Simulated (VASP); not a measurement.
**TiAl: single point with r2SCAN**

Crystal: TiAl.

```
CELL_PARAMETERS angstrom
3.23348 0.00000 0.00000
0.00000 3.23348 0.00000
0.00000 0.00000 3.23348
ATOMIC_POSITIONS crystal
Ti 0.50000 0.50000 0.50000
Al 0.00000 0.00000 0.00000
```

This cell differs from its parent crystal: volume scaled by 1.06.

```yaml
Program: VASP 6.6.1
Task: single point
Functional: r2SCAN
Potentials_or_basis: VASP PAW PBE potentials, release 64 (Ti_sv, Al)
Cutoff: 520 eV
k_mesh: 14 × 14 × 14
Occupations: gaussian, width 0.1 eV
Spin: no spin polarisation
```

* Pressure: -6.1 GPa

Levels at points of the mesh, in eV from the Fermi level:
| k point | band 3 | band 4 | band 5 | band 6 | band 7 | band 8 | band 9 | band 10 | band 11 | band 12 |
| --- | --- | --- | --- | --- | --- | --- | --- | --- | --- | --- |
| (0.00, 0.00, 0.00) | -34.56 | -34.56 | -9.65 | -1.51 | -1.51 | 1.91 | 1.91 | 1.91 | 4.36 | 4.36 |
| (0.50, 0.00, 0.00) | -34.55 | -34.55 | -6.39 | -5.46 | -0.62 | 0.25 | 0.25 | 2.11 | 2.87 | 6.61 |
| (0.50, 0.50, 0.00) | -34.69 | -34.54 | -5.11 | -2.41 | -2.41 | -1.58 | 0.83 | 0.83 | 2.62 | 4.60 |
| (0.50, 0.50, 0.50) | -34.67 | -34.67 | -3.12 | -3.12 | -3.12 | 0.60 | 2.68 | 2.68 | 2.72 | 2.72 |

Run time: 73 s on 1 thread of Intel(R) Xeon(R) 6975P-C (Granite Rapids), on a shared host, peak memory 0.18 GiB.

Caveat: the PAW data sets were made with another functional, which shifts forces and pressure a little.
